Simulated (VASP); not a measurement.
Te2Mo, 6 atoms in the cell. The cell holds a slab with vacuum, 6 atoms: a = 6.276 Å, b = 3.350 Å, c = 32.887 Å, α = 90.00°, β = 89.96°, γ = 90.00°. 

| Property | Result |
| --- | --- |
| Program | VASP 6.6.1 |
| Task | single point |
| Functional | LDA |
| Potentials or basis | VASP PAW LDA potentials, release 64 (Te, Mo_sv) |
| Cutoff | 520 eV |
| k mesh | 6 × 10 × 1 |
| Occupations | gaussian, width 0.1 eV |
| Spin | no spin polarisation |
| Dipole correction | no |
| Further INCAR settings | ALGO = Normal; EDIFF = 1e-06; NBANDS = 35 |

Potentials or basis: VASP PAW LDA potentials, release 64 (Te, Mo_sv).

The run is started by

```sh
$ cat potpaw_LDA.64/Te/POTCAR potpaw_LDA.64/Mo_sv/POTCAR > POTCAR
$ mpirun -np 1 vasp_std > vasp.out
```

Hardware: 1 thread of Oxide Virtual Turin-like Processor, on a shared host.

**Question.** Estimate the wall time of this run.

**Answer.** Run time: 19 min on 1 thread of Oxide Virtual Turin-like Processor (shared host), peak memory 0.79 GiB. Counts: scf iterations 25, k points 24.
